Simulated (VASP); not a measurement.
A run of VASP 6.6.1 is set up as follows.

INCAR

```
SYSTEM = MgO
PREC = Accurate ; ENCUT = 520
EDIFF = 1E-7 ; ISMEAR = 0
SIGMA = 0.05 ; LREAL = .False.
LASPH = .True. ; NELM = 80
ALGO = Normal ; ISIF = 2
LWAVE = .False. ; LCHARG = .False.
GGA = PE ; NBANDS = 11
```

Contents of KPOINTS:

```
regular mesh
0
Gamma
  12 12 8
  0 0 0
```

The input POSCAR:

```
MgO
1.0
    2.9377244759      0.0000000000      0.0000000000
   -1.4688622380      2.5441440255      0.0000000000
    0.0000000000      0.0000000000      2.6797873418
Mg O
1 1
Direct
    0.0154214316      0.0077107158      0.0115660737
    0.3333333333      0.6666666667      0.5000000000
```

Potentials or basis: VASP PAW PBE potentials, release 64 (Mg, O).

Launch:

```sh
$ cat potpaw_PBE.64/Mg/POTCAR potpaw_PBE.64/O/POTCAR > POTCAR
$ mpirun -np 1 vasp_std > vasp.out
```

(1) What does it give for the band gap on the k mesh?

(2) What does it give for the pressure?

(3) Estimate the largest force.

Answers

(1) 3.00 eV, indirect (least direct gap 3.40 eV).

(2) -0.5 GPa.

(3) 0.168 eV/Å.

Caveat: the cell differs from its parent crystal (all Mg atoms moved -0.050 Å, as atom 1 towards its neighbour atom 2 (O) at 2.161 Å).
